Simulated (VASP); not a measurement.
# Al in VASP: a series of runs

The runs below take Al through single point, with PBEsol.

Everything below comes from runs of VASP 6.6.1. Logs are shortened: lines on timing, memory, paths and dates and some standing lists are left out, and cuts for length are marked.

## 1. The cell of the first run

The structure is monoclinic, space group C2/m (No. 12). Conventional cell: a = 3.924 Å, b = 4.056 Å, c = 2.811 Å, α = 90.00°, β = 133.82°, γ = 90.00°. Al (site symmetry 2/m) has 12 Al at 2.81 to 2.87 Å within 3.7 Å.

## 2. Single point, PBEsol

The input, INCAR:

```
SYSTEM = Al
PREC = Accurate
ENCUT = 520
EDIFF = 1E-6
ISMEAR = 0
SIGMA = 0.1
LREAL = .False.
LASPH = .True.
NELM = 100
ALGO = Normal
ISIF = 2
LWAVE = .False.
LCHARG = .False.
GGA = PS
ISYM = 0
NBANDS = 8
```

The input, KPOINTS:

```
Automatic mesh
0
Gamma
  12 12 17
  0 0 0
```

The input, POSCAR:

```
Al
1.0
    2.8679026353     -0.0000109704      0.0079324569
   -0.0000109704      2.8679026353      0.0079324569
    1.4394330849      1.4394330849      1.9698550289
Al
1
Direct
    0.0000000000      0.0000000000      0.0000000000
```

Potentials or basis: VASP PAW PBE potentials, release 64 (Al).

On the command line:

```
cat potpaw_PBE.64/Al/POTCAR > POTCAR
mpirun -np 1 vasp_std > vasp.out
```

OUTCAR:

```text
SYSTEM = Al
   PREC = Accurate
   ENCUT = 520
   EDIFF = 1E-6
   ISMEAR = 0
   LREAL = .False.
   LASPH = .True.
   NELM = 100
   ISIF = 2
   GGA = PS
   ISYM = 0

 ion  position               nearest neighbor table
   1  0.000  0.000  0.000-

IMPORTANT INFORMATION: All symmetrisations will be switched off!
NOSYMM: (Re-)initialisation of all symmetry stuff for point group C_1.

----------------------------------------------------------------------------------------

                                     Primitive cell

  volume of cell :      16.1363

  direct lattice vectors                    reciprocal lattice vectors
     2.867902635 -0.000010970  0.007932457     0.349394490  0.000708951 -0.255831251
    -0.000010970  2.867902635  0.007932457     0.000708951  0.349394490 -0.255831251
     1.439433085  1.439433085  1.969855029    -0.001409840 -0.001409840  0.509711997

  length of vectors
     2.867913606  2.867913606  2.832713195     0.433043463  0.433043463  0.509715897

  position of ions in fractional coordinates (direct lattice)
     0.000000000  0.000000000  0.000000000

  ion indices of the primitive-cell ions
   primitive index   ion index
                 1           1

----------------------------------------------------------------------------------------

 KPOINTS: Automatic mesh

Automatic generation of k-mesh.
 Grid dimensions read from file:
 generate k-points for:   12   12   17

 Generating k-lattice:

  Cartesian coordinates                     Fractional coordinates (reciprocal lattice)
     0.029116207  0.000059079 -0.021319271     0.083333333  0.000000000 -0.000000000
     0.000059079  0.029116207 -0.021319271     0.000000000  0.083333333 -0.000000000
    -0.000082932 -0.000082932  0.029983059     0.000000000  0.000000000  0.058823529

  Length of vectors
     0.036086955  0.036086955  0.029983288

  Shift w.r.t. Gamma in fractional coordinates (k-lattice)
     0.000000000  0.000000000  0.000000000

 Subroutine IBZKPT returns following result:
 ===========================================

 Found   1226 irreducible k-points:

 Following reciprocal coordinates:
            Coordinates               Weight
  0.000000  0.000000  0.000000      1.000000
  0.083333 -0.000000 -0.000000      2.000000
  0.000000 -0.083333  0.000000      2.000000
  0.166667 -0.000000 -0.000000      2.000000
  0.000000 -0.166667  0.000000      2.000000
  0.250000  0.000000  0.000000      2.000000
[... 16 lines left out ...]
  0.500000  0.083333 -0.000000      2.000000
 -0.083333  0.500000  0.000000      2.000000
 [... further k-points ...]
   k-points           NKPTS =   1226   k-points in BZ     NKDIM =   1226   number of bands    NBANDS=      8
   number of dos      NEDOS =    301   number of ions     NIONS =      1
   total plane-waves  NPLWV =  13824
   dimension x,y,z NGX =    24 NGY =   24 NGZ =   24
   dimension x,y,z NGXF=    48 NGYF=   48 NGZF=   48
   ions per type =               1
   NGX,Y,Z   is equivalent  to a cutoff of  13.91, 13.91, 14.09 a.u.
   NGXF,Y,Z  is equivalent  to a cutoff of  27.82, 27.82, 28.17 a.u.
 SYSTEM =  Al
   PREC   = accura    normal or accurate (medium, high low for compatibility)
   ISTART =      0    job   : 0-new  1-cont  2-samecut
   ICHARG =      2    charge: 1-file 2-atom 10-const
   ISPIN  =      1    spin polarized calculation?
   LNONCOLLINEAR =      F non collinear calculations
   LSORBIT =      F    spin-orbit coupling
   LASPH  =      T    aspherical Exc in radial PAW
   ENCUT  =  520.0 eV  38.22 Ry    6.18 a.u.   5.33  5.33  5.27*2*pi/ulx,y,z
   NELM   =    100;   NELMIN=  2; NELMDL= -5     # of ELM steps
   EDIFF  = 0.1E-05   stopping-criterion for ELM
   LREAL  =      F    real-space projection
   EDIFFG = 0.1E-04   stopping-criterion for IOM
   NSW    =      0    number of steps for IOM
   IBRION =     -1    ionic relax: 0-MD 1-quasi-New 2-CG
   NFREE  =      0    steps in history (QN), initial steepest desc. (CG)
   ISIF   =      2    stress and relaxation
   ISYM   =      0    0-nonsym 1-usesym 2-fastsym
   POTIM  = 0.5000    time-step for ionic-motion
   TEBEG  =    0.0;   TEEND  =   0.0 temperature during run
   PSTRESS=    0.0 pullay stress
   NELECT =       3.0000    total number of electrons
   NUPDOWN=      -1.0000    fix difference up-down
   EMIN   =  10.00;   EMAX   =-10.00  energy-range for DOS
   EFERMI =   0.00;   METHOD = LEGACY
   ISMEAR =     0;   SIGMA  =   0.10  broadening in eV -4-tet -1-fermi 0-gaus
   EFERMI_NEDOS =   21; number of points for ismear=-14 and -15
   IALGO  =     38    algorithm
   IMIX   =      4    mixing-type and parameters
     AMIX     =   0.40;   BMIX     =  1.00
     AMIX_MAG =   1.60;   BMIX_MAG =  1.00
  volume/ion in A,a.u.               =      16.14       108.89
  Fermi-wavevector in a.u.,A,eV,Ry     =   0.934359  1.765683 11.878259  0.873027
  Thomas-Fermi vector in A             =   2.061156
   LORBIT       =      0    0 simple, 1 ext, 2 COOP (PROOUT), +10 PAW based schemes
   GGA     = PS    functional components
   LHFCALC =     F    Hartree Fock is set to
   AEXX    =    0.0000 exact exchange contribution
   IVDW    =     0    specifies the selected vdW correction
   LEPSILON=     F    determine dielectric tensor
   LRPA    =     F    only Hartree local field effects (RPA)
 non-spin polarized calculation
 Gauss-broadening in eV      SIGMA  =   0.10
  energy-cutoff  :      520.00
  volume of cell :       16.14
 maximum number of plane-waves:       448
 NGX is ok and might be reduce to    24
   NGX = 11   NGY = 11   NGZ = 11

 number of electron       3.0000000 magnetization

 Free energy of the ion-electron system (eV)
  ---------------------------------------------------
  ext. energy  EPLUGINS =         0.00000000
  ---------------------------------------------------
  free energy    TOTEN  =        -4.09576449 eV

  energy without entropy =       -4.09402984  energy(sigma->0) =       -4.09489717

 E-fermi :   8.1897     XC(G=0): -10.3384

 val. band max:        8.1871718652   @ k =  -0.3333   0.3333  -0.3529
 cond. band min:       8.1999030527   @ k =  -0.1667   0.5000  -0.4118
 fundamental gap:      0.0127311876
 Fermi energy:         8.1896582003

 k-point     1 :       0.0000    0.0000    0.0000
  band No.  band energies     occupation
      1      -3.1008      2.00000
      2      20.7574      0.00000
      3      20.7955      0.00000
      4      21.1955      0.00000
      5      22.4029      0.00000
      6      22.5989      0.00000
      7      22.7046      0.00000
      8      24.8584      0.00000

 k-point     2 :       0.0833   -0.0000   -0.0000
  band No.  band energies     occupation
      1      -2.9082      2.00000
      2      18.3986      0.00000
      3      20.2089      0.00000
      4      20.4501      0.00000
      5      23.1607      0.00000
      6      23.2556      0.00000
      7      23.4945      0.00000
      8      26.1857      0.00000

 k-point     3 :       0.0000   -0.0833    0.0000
  band No.  band energies     occupation
      1      -2.9082      2.00000
      2      18.3986      0.00000
      3      20.2089      0.00000
      4      20.4501      0.00000
      5      23.1607      0.00000
      6      23.2556      0.00000
      7      23.4945      0.00000
      8      26.1857      0.00000

 k-point     4 :       0.1667   -0.0000   -0.0000
  band No.  band energies     occupation
      1      -2.3321      2.00000
      2      14.9976      0.00000
      3      19.4726      0.00000
      4      19.7828      0.00000
      5      22.9588      0.00000
      6      24.0491      0.00000
      7      24.5731      0.00000
      8      25.5501      0.00000

 k-point     5 :       0.0000   -0.1667    0.0000
  band No.  band energies     occupation
      1      -2.3321      2.00000
      2      14.9976      0.00000
      3      19.4726      0.00000
      4      19.7828      0.00000
      5      22.9588      0.00000
      6      24.0491      0.00000
      7      24.5731      0.00000
      8      25.5501      0.00000

 k-point     6 :       0.2500    0.0000    0.0000
  band No.  band energies     occupation
      1      -1.3772      2.00000
      2      11.7443      0.00000
      3      18.9785      0.00000
      4      19.3806      0.00000
      5      22.5655      0.00000
      6      22.7173      0.00000
      7      23.4927      0.00000
      8      27.0465      0.00000

 k-point     7 :       0.0000   -0.2500   -0.0000
  band No.  band energies     occupation
      1      -1.3772      2.00000
      2      11.7443      0.00000
      3      18.9785      0.00000
      4      19.3806      0.00000
      5      22.5655      0.00000
      6      22.7173      0.00000
      7      23.4927      0.00000
      8      27.0465      0.00000
[... 133 lines left out ...]
 k-point    20 :      -0.0833   -0.3333    0.0000
  band No.  band energies     occupation
      1       0.6653      2.00000
      2       7.9202      1.99986
      3      16.2201      0.00000
      4      19.6618      0.00000
      5      20.9772      0.00000
      6      21.7293      0.00000
      7      24.0424      0.00000
      8      26.6850      0.00000

 k-point    21 :       0.4167    0.0833    0.0000
  band No.  band energies     occupation
      1       2.4704      2.00000
      2       5.3467      2.00000
      3      16.4407      0.00000
      4      18.6373      0.00000
      5      20.5838      0.00000
      6      21.2962      0.00000
      7      24.4894      0.00000
      8      25.7325      0.00000

 k-point    22 :      -0.0833   -0.4167    0.0000
  band No.  band energies     occupation
      1       2.4704      2.00000
      2       5.3467      2.00000
      3      16.4407      0.00000
      4      18.6373      0.00000
      5      20.5838      0.00000
      6      21.2962      0.00000
      7      24.4894      0.00000
      8      25.7325      0.00000

 k-point    23 :       0.5000    0.0833   -0.0000
  band No.  band energies     occupation
      1       3.0677      2.00000
      2       4.6498      2.00000
      3      16.9978      0.00000
      4      17.9343      0.00000
      5      19.7807      0.00000
      6      21.9073      0.00000
      7      24.9505      0.00000
      8      25.3336      0.00000

 k-point    24 :      -0.0833    0.5000    0.0000
  band No.  band energies     occupation
      1       3.0677      2.00000
      2       4.6498      2.00000
      3      16.9978      0.00000
      4      17.9343      0.00000
      5      19.7807      0.00000
      6      21.9073      0.00000
      7      24.9505      0.00000
      8      25.3336      0.00000

 [... further k-points ...]

------------------------ aborting loop because EDIFF is reached ----------------------------------------

  FORCE on cell =-STRESS in cart. coord.  units (eV):
  Direction    XX          YY          ZZ          XY          YZ          ZX
  --------------------------------------------------------------------------------------
  -------------------------------------------------------------------------------------
  Total        0.0442344      0.0442345      0.0062460     -0.0061919      0.0001497      0.0001492
  in kB        4.3920438      4.3920577      0.6201661     -0.6147905      0.0148618      0.0148164
  external PRESSURE =       3.1347559 kB  Pullay stress =       0.0000000 kB

 VOLUME and BASIS-vectors are now :
 -----------------------------------------------------------------------------
  energy-cutoff  :      520.00
  volume of cell :       16.14
      direct lattice vectors                 reciprocal lattice vectors
     2.867902635 -0.000010970  0.007932457     0.349394490  0.000708951 -0.255831251
    -0.000010970  2.867902635  0.007932457     0.000708951  0.349394490 -0.255831251
     1.439433085  1.439433085  1.969855029    -0.001409840 -0.001409840  0.509711997

 POSITION                                       TOTAL-FORCE (eV/Angst)
 -----------------------------------------------------------------------------------
      0.00000      0.00000      0.00000        -0.000000      0.000000     -0.000000
 -----------------------------------------------------------------------------------
    total drift:                               -0.000000      0.000000     -0.000000

  FREE ENERGIE OF THE ION-ELECTRON SYSTEM (eV)
  ---------------------------------------------------
  free  energy   TOTEN  =        -4.0957644935 eV

  energy  without entropy=       -4.0940298390  energy(sigma->0) =       -4.09489717
```

Wall time 41 s (1 thread of Intel Xeon 6975P-C (Granite Rapids), shared host); peak memory 0.25 GiB.

What came out:

```
Free energy            : -4.0958 eV
Pressure               : 0.3 GPa
Band gap on the k mesh : zero (an odd number of electrons rules out a gap without spin polarisation)
```

Stress tensor (GPa, compression positive):
```
 0.44 -0.06  0.00
-0.06  0.44  0.00
 0.00  0.00  0.06
```

Caveat: the PAW data sets were made with another functional, which shifts forces and pressure a little.

(Part 1 of 2 ends here.)
